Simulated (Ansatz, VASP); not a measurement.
# Al2O3 in VASP and in Ansatz

INCAR

```
SYSTEM = Al2O3
  ALGO = Normal
  EDIFF = 1E-6
  ENCUT = 520
  GGA = PE
  ISIF = 2
  ISMEAR = 0
  LASPH = .TRUE.
  LCHARG = .TRUE.
  LELF = .TRUE.
  LREAL = .FALSE.
  LVHAR = .TRUE.
  LWAVE = .FALSE.
  NBANDS = 35
  NELM = 100
  PREC = Accurate
  SIGMA = 0.05
```

The input KPOINTS:

```
k-points
0
G
  6 6 6
  0 0 0
```

Contents of POSCAR:

```
Al2O3
1.0
    2.5089531884      1.4485447987      4.4441924143
   -2.5089531884      1.4485447987      4.4441924143
    0.0000000000     -2.8970895974      4.4441924143
Al O
4 6
Direct
    0.8521293568      0.8521293568      0.8521293568
    0.6478706432      0.6478706432      0.6478706432
    0.1478706432      0.1478706432      0.1478706432
    0.3521293568      0.3521293568      0.3521293568
    0.0561574040      0.4438425960      0.7500000000
    0.7500000000      0.0561574040      0.4438425960
    0.4438425960      0.7500000000      0.0561574040
    0.9438425960      0.5561574040      0.2500000000
    0.2500000000      0.9438425960      0.5561574040
    0.5561574040      0.2500000000      0.9438425960
```

Input for Ansatz:

```yaml
crystal:
  lattice:
    - [2.5089531884, 1.4485447987, 4.4441924143]
    - [-2.5089531884, 1.4485447987, 4.4441924143]
    - [0.0, -2.8970895974, 4.4441924143]
  atoms:
    - { symbol: Al, position: [0.8521293568, 0.8521293568, 0.8521293568] }
    - { symbol: Al, position: [0.6478706432, 0.6478706432, 0.6478706432] }
    - { symbol: Al, position: [0.1478706432, 0.1478706432, 0.1478706432] }
    - { symbol: Al, position: [0.3521293568, 0.3521293568, 0.3521293568] }
    - { symbol: O, position: [0.056157404, 0.443842596, 0.75] }
    - { symbol: O, position: [0.75, 0.056157404, 0.443842596] }
    - { symbol: O, position: [0.443842596, 0.75, 0.056157404] }
    - { symbol: O, position: [0.943842596, 0.556157404, 0.25] }
    - { symbol: O, position: [0.25, 0.943842596, 0.556157404] }
    - { symbol: O, position: [0.556157404, 0.25, 0.943842596] }
basis:
  ecutwfc: 520.0
kpoints:
  mp_grid: { grid: [6, 6, 6] }
hamiltonian:
  xc: pbe
  pseudopotentials: { kind: paw, azcp: { folder: soft_1 } }
scf:
  occupations: { method: gaussian, width: 0.05 }
output:
  forces: true
  stress: true
  eigenvalues: true
```

Alike in both runs: task single point; functional PBE; k mesh 6 × 6 × 6; occupations gaussian, width 0.05 eV; no spin polarisation.

|  | VASP | Ansatz |
| --- | --- | --- |
| version | VASP 6.6.1 | Ansatz 0.2.0 |
| potentials or method | VASP PAW PBE potentials, release 64 (Al, O), cutoff 520 eV | scalar-relativistic, plane waves, PAW |
| valence electrons in the cell | 48 | 48 |

|  | VASP | Ansatz | Ansatz less VASP |
| --- | --- | --- | --- |
| gap on the k mesh at the Fermi level (eV) | 4.47 | 4.49 | +0.011 |
| least direct gap on the mesh (eV) | 4.47 | 4.49 | +0.011 |
| pressure (GPa) | -19.3 | -19.3 | +0.07 |
| traceless stress, the component that is largest in VASP (GPa) | 6.87 | 6.88 | +0.006 |
| rms of the force components (eV/Å) | 0.091 | 0.090 | -0.0011 |

Atom by atom the forces differ by 0.002 eV/Å (rms over components). The functional is the same, so the differences come from potentials, cutoffs and numerics.
